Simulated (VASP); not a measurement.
Wanted: the native input for a VASP 6.6.1 run.

* Task: single point
* Functional: PBE
* Potentials or basis: VASP PAW PBE potentials, release 64 (Mg, O)
* Cutoff: 600 eV
* k mesh: 9 × 9 × 9
* Occupations: methfessel-paxton, width 0.05 eV
* Spin: no spin polarisation
* Dipole correction: no
* Further INCAR settings: ALGO = Normal; EDIFF = 1e-06; NBANDS = 11

The structure of MgO lies in POSCAR:

```
MgO
1.0
    0.0000000000      2.1130000000      2.1130000000
    2.1130000000      0.0000000000      2.1130000000
    2.1130000000      2.1130000000      0.0000000000
Mg O
1 1
Direct
    0.0000000000      0.0000000000      0.0000000000
    0.5000000000      0.5000000000      0.5000000000
```

One way to write it, as run:

INCAR

```
ALGO     = Normal         # electronic algorithm
EDIFF    = 1E-6           # SCF threshold, eV
ENCUT    = 600            # plane-wave cutoff, eV
GGA      = PE             # functional
GGA_COMPAT= F            
ISIF     = 2              # what is computed and relaxed
ISMEAR   = 1              # smearing method
LASPH    = T              # aspherical terms in the spheres
LCHARG   = F              # write CHGCAR
LREAL    = F              # projectors in reciprocal space
LWAVE    = F              # write WAVECAR
NBANDS   = 11             # bands
NELM     = 120            # most SCF steps
PREC     = Accurate       # precision mode
SIGMA    = 0.05           # smearing width, eV
```

KPOINTS

```
k-points
0
Gamma
  9 9 9
```

Potentials or basis: VASP PAW PBE potentials, release 64 (Mg, O).

Command:

```sh
$ cat potpaw_PBE.64/Mg/POTCAR potpaw_PBE.64/O/POTCAR > POTCAR
$ mpirun -np 1 vasp_std > vasp.out
```

Results of the run:

```json
{
  "Pressure": "2.1 GPa",
  "Band gap on the k mesh": "4.63 eV, direct"
}
```

It took 5.3 s on 1 thread of Intel Xeon 6975P-C, on a shared host, peak memory 0.14 GiB.
